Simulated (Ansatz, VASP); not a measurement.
TlTe3P: VASP beside Ansatz

```
CELL_PARAMETERS angstrom
5.39398 0.00000 0.00000
0.00000 5.39398 0.00000
0.00000 0.00000 5.39398
ATOMIC_POSITIONS crystal
Tl 0.00000 0.00000 0.00000
Te 0.00000 0.50000 0.50000
Te 0.50000 0.00000 0.50000
Te 0.50000 0.50000 0.00000
P 0.50000 0.50000 0.50000
```

Alike in both runs: functional PBE; k mesh 8 × 8 × 8; occupations gaussian, width 0.1 eV; no spin polarisation.

Ansatz relaxed the structure, and its values are those at the end. VASP's run is a single point on that final structure, the one shown.

|  | VASP | Ansatz |
| --- | --- | --- |
| version | VASP 6.6.1 | Ansatz 0.2.0 |
| potentials or method | VASP PAW PBE potentials, release 64 (Tl_d, Te, P), cutoff 520 eV | scalar-relativistic, plane waves, PAW |
| valence electrons in the cell | 36 | 66 |

VASP gave:

* gap on the k mesh at the Fermi level (eV): none
* pressure (GPa): -0.1

Q: Which values does Ansatz return?

A: gap on the k mesh at the Fermi level (eV): none; pressure (GPa): 0.0.

A gap of «none» marks a metal or a gap that the smearing closes. VASP's potentials hold 36 valence electrons a cell and Ansatz's 66, so a difference there can come from the potentials and not from the codes.

Spin-orbit coupling is off throughout.
